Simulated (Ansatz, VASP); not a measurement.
**SnO: VASP beside Ansatz**

```
Sn O
1.0
     3.80529    0.00000    0.00000
     0.00000    3.80529    0.00000
     0.00000    0.00000    4.75343
Sn O
2 2
Direct
  0.00000 0.50000 0.24240
  0.50000 0.00000 0.75760
  0.50000 0.50000 0.00000
  0.00000 0.00000 0.00000
```

Alike in both runs: functional PBEsol; k mesh 10 × 10 × 8; occupations gaussian, width 0.01 eV; no spin polarisation.

Ansatz relaxed the structure, and its values are those at the end. VASP's run is a single point on that final structure, the one shown.

|  | VASP | Ansatz |
| --- | --- | --- |
| version | VASP 6.6.1 | Ansatz 0.2.0 |
| potentials or method | VASP PAW PBE potentials, release 64 (Sn_d, O_h), cutoff 910 eV | scalar-relativistic, plane waves, PAW |
| valence electrons in the cell | 40 | 40 |

|  | VASP | Ansatz | Ansatz less VASP |
| --- | --- | --- | --- |
| gap on the k mesh at the Fermi level (eV) | none | none | - |
| rms of the force components (eV/Å) | 0.033 | 0.001 | -0.0321 |

VASP's potentials were made for PBE, not for PBEsol. A gap of «none» marks a metal or a gap that the smearing closes. The functional is the same, so the differences come from potentials, cutoffs and numerics.

Noted on VASP's run: the cutoff is short for stress, so the pressure is rough.
